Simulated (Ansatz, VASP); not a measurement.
**Two plane-wave programs on TaZn2B3**

The input INCAR:

```
SYSTEM = TaZn2B3
PREC     = Accurate       ! precision mode
ENCUT    = 600            ! plane-wave cutoff, eV
EDIFF    = 1E-6           ! SCF threshold, eV
ISMEAR   = 0              ! smearing method
SIGMA    = 0.1            ! smearing width, eV
LREAL    = .False.        ! projectors in reciprocal space
LASPH    = .True.         ! aspherical terms in the spheres
NELM     = 100            ! most SCF steps
ALGO     = Normal         ! electronic algorithm
ISIF     = 3              ! what is computed and relaxed
LWAVE    = .False.        ! write WAVECAR
LCHARG   = .False.        ! write CHGCAR
GGA      = PE             ! functional
IBRION   = 2              ! ionic algorithm
NSW      = 90             ! ionic steps
EDIFFG   = -0.04          ! ionic threshold
```

Contents of KPOINTS:

```
Automatic mesh
0
Gamma
  6 6 4
  0 0 0
```

The input POSCAR:

```
TaZn2B3
1.0
    3.1654351300      0.0000000000      0.0000000000
    0.0000000000      3.1654351300      0.0000000000
    0.0000000000      0.0000000000      7.3857114700
Ta Zn B
1 2 3
Direct
    0.0000000000      0.0000000000      0.5000000000
    0.5000000000      0.5000000000      0.5000000000
    0.5000000000      0.5000000000      0.0000000000
    0.0000000000      0.0000000000      0.7328234500
    0.0000000000      0.0000000000      0.2671765500
    0.0000000000      0.0000000000      0.0000000000
```

Input for Ansatz:

```yaml
crystal:
  lattice:
    - [3.16543513, 0.0, 0.0]
    - [0.0, 3.16543513, 0.0]
    - [0.0, 0.0, 7.38571147]
  atoms:
    - { symbol: Ta, position: [0.0, 0.0, 0.5] }
    - { symbol: Zn, position: [0.5, 0.5, 0.5] }
    - { symbol: Zn, position: [0.5, 0.5, 0.0] }
    - { symbol: B, position: [0.0, 0.0, 0.73282345] }
    - { symbol: B, position: [0.0, 0.0, 0.26717655] }
    - { symbol: B, position: [0.0, 0.0, 0.0] }
basis:
  ecutwfc: 420
kpoints:
  mp_grid: { grid: [6, 6, 4] }
hamiltonian:
  xc: pbe
scf:
  occupations: { method: gaussian, width: 0.1 }
  lower_state_search: "off"
output:
  forces: true
  stress: true
  eigenvalues: true
relax:
  adjacent_minimum: "off"
  f_tol: 0.04
  max_steps: 70
  cell: { stress_tol: 0.4 }
```

Alike in both runs: task relaxation of cell and atoms; functional PBE; k mesh 6 × 6 × 4; occupations gaussian, width 0.1 eV; no spin polarisation.

|  | VASP | Ansatz |
| --- | --- | --- |
| version | VASP 6.6.1 | Ansatz 0.2.0 |
| potentials or method | VASP PAW PBE potentials, release 64 (Ta_pv, Zn, B), cutoff 600 eV | scalar-relativistic, plane waves, PAW |
| valence electrons in the cell | 44 | 46 |

Ansatz gave:

* gap on the k mesh at the Fermi level, each at its own relaxed structure (eV): none
* relaxed volume (Å³/atom): 16.23
* relaxed length of the cell vector where the two differ most in proportion (Å): 3.564

**Question.** Estimate VASP's values.

**Answer.** gap on the k mesh at the Fermi level, each at its own relaxed structure (eV): none; relaxed volume (Å³/atom): 16.30; relaxed length of the cell vector where the two differ most in proportion (Å): 3.573.

A gap of «none» marks a metal or a gap that the smearing closes. VASP's potentials hold 44 valence electrons a cell and Ansatz's 46, so a difference there can come from the potentials and not from the codes.

Neither program's run includes spin-orbit coupling. Noted on VASP's run: the volume moved by over 15 % at a fixed basis, so the end points are rough.
